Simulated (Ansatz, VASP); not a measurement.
## LiHf2O2: VASP beside Ansatz

```
CELL_PARAMETERS angstrom
3.58023 0.00000 0.00000
-1.79012 3.10057 0.00000
0.00000 0.00000 8.32783
ATOMIC_POSITIONS crystal
Li 0.00000 0.00000 0.00000
Hf 0.00000 0.00000 0.35229
Hf 0.00000 0.00000 0.64771
O 0.33333 0.66667 0.50000
O 0.66667 0.33333 0.50000
```

Alike in both runs: functional PBE; k mesh 6 × 6 × 4; occupations gaussian, width 0.1 eV; no spin polarisation.

Ansatz relaxed the structure, and its values are those at the end. VASP's run is a single point on that final structure, the one shown.

|  | VASP | Ansatz |
| --- | --- | --- |
| version | VASP 6.6.1 | Ansatz 0.2.0 |
| potentials or method | VASP PAW PBE potentials, release 64 (Li_sv, Hf_pv, O), cutoff 520 eV | scalar-relativistic, plane waves, PAW |
| valence electrons in the cell | 35 | 67 |

```csv
,VASP,Ansatz,Ansatz less VASP
gap on the k mesh at the Fermi level (eV),none,none,-
rms of the force components (eV/Å),0.136,0.012,-0.1232
```

A gap of «none» marks a metal or a gap that the smearing closes. One of these differences is far larger than is usual between the two programs; its cause wasn't traced. VASP's potentials hold 35 valence electrons a cell and Ansatz's 67, so a difference there can come from the potentials and not from the codes.

Neither program's run includes spin-orbit coupling. Noted on VASP's run: the cutoff is short for stress, so the pressure is rough.
